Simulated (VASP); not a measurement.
**K4CuPb: single point with PBE**

K4CuPb:

```
K Cu Pb
1.0
     7.54291    0.00000    0.00000
     0.00000    7.54291    0.00000
     0.00000    0.00000    7.54291
K Cu Pb
4 1 1
Direct
  0.23926 0.23926 0.23926
  0.76074 0.76074 0.23926
  0.76074 0.23926 0.76074
  0.23926 0.76074 0.76074
  0.00000 0.00000 0.00000
  0.50000 0.50000 0.50000
```

The cell was built from a structure type or drawn by symmetry, and may not be a known phase.

```json
{"Program": "VASP 6.6.1", "Task": "single point", "Functional": "PBE", "Potentials or basis": "VASP PAW PBE potentials, release 64 (K_sv, Cu, Pb_d)", "Cutoff": "520 eV", "k mesh": "4 × 4 × 4", "Occupations": "gaussian, width 0.1 eV", "Spin": "no spin polarisation", "Dipole correction": "no", "Further INCAR settings": "ALGO = Fast; EDIFF = 1e-06; NBANDS = 40"}
```

- Pressure: 0.0 GPa
- Largest force: 0.014 eV/Å
- Band gap on the k mesh: zero (an odd number of electrons rules out a gap without spin polarisation)

Forces in eV/Å, atoms in the order of the input:
```
K    0.008  0.008  0.008
K   -0.008 -0.008  0.008
K   -0.008  0.008 -0.008
K    0.008 -0.008 -0.008
Cu   0.000  0.000  0.000
Pb   0.000  0.000  0.000
```

Levels at points of the mesh, in eV from the Fermi level:
```
           k point  band 27  band 28  band 29  band 30  band 31  band 32  band 33  band 34  band 35  band 36
(0.00, 0.00, 0.00)    -1.81    -1.81    -0.12    -0.12    -0.12     0.53     1.72     1.72     1.84     1.84
(0.50, 0.00, 0.00)    -1.82    -1.81    -0.20     0.07     0.07     0.11     1.47     1.47     1.83     2.09
(0.50, 0.50, 0.00)    -1.82    -1.81    -0.56    -0.56     0.13     1.21     1.21     1.35     1.69     1.72
(0.50, 0.50, 0.50)    -1.82    -1.82    -0.31    -0.31    -0.31     0.64     0.64     0.64     2.52     2.52
```

Wall time 23 min on 1 thread of Oxide Virtual Turin-like Processor, on a shared host, peak memory 0.51 GiB.

Caveat: spin-orbit coupling is left out, which moves the levels of the heavy elements.
